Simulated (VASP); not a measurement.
A run of VASP 6.6.1:

File INCAR:

```
SYSTEM = Zn5Ga3N3O5
ALGO = Normal
EDIFF = 1E-6
ENCUT = 520
GGA = PS
ISIF = 2
ISMEAR = 1
ISYM = 0
LASPH = .True.
LCHARG = .True.
LELF = .True.
LREAL = Auto
LVHAR = .True.
LWAVE = .False.
NBANDS = 86
NELM = 80
PREC = Accurate
SIGMA = 0.05
```

KPOINTS

```
Automatic mesh
0
Gamma
  1 1 1
  0.25 0.25 0.25
```

The input POSCAR:

```
Zn5Ga3N3O5
1.0
    6.4287110000      0.0000000000      0.0000000000
    0.0000000000      5.5674270000      0.0000000000
    0.0000000000      0.0000000000      5.2049820000
Ga Zn O N
3 5 5 3
Direct
    0.2628920000      0.1611890000      0.4592600000
    0.0082500000      0.6741600000      0.5167710000
    0.4723700000      0.3135360000      0.0017040000
    0.7463270000      0.1868780000      0.4918020000
    0.4571780000      0.6678520000      0.4816820000
    0.0051780000      0.3306840000      0.0300720000
    0.2212830000      0.8297140000      0.0271890000
    0.7531970000      0.8147230000      0.9937960000
    0.9835920000      0.3402650000      0.3909470000
    0.2652560000      0.8443870000      0.3736010000
    0.9884240000      0.6789170000      0.8640080000
    0.7553940000      0.1857900000      0.8640910000
    0.5086640000      0.6611080000      0.8532280000
    0.5191640000      0.3420930000      0.3726090000
    0.7490100000      0.8517170000      0.3860010000
    0.2444190000      0.1850050000      0.8607890000
```

Potentials or basis: VASP PAW PBE potentials, release 64 (Ga_d, Zn, O, N).

Launch:

```sh
$ cat potpaw_PBE.64/Ga_d/POTCAR potpaw_PBE.64/Zn/POTCAR potpaw_PBE.64/O/POTCAR potpaw_PBE.64/N/POTCAR > POTCAR
$ mpirun -np 1 vasp_std > vasp.out
```

Hardware: 1 thread of AMD EPYC 7R13 (shared host).

**Question.** Estimate the wall time of this run.

**Answer.** Wall time 3.6 min on 1 thread of AMD EPYC 7R13, with other jobs on the host, peak memory 0.26 GiB. Counts: scf iterations 18, k points 4.
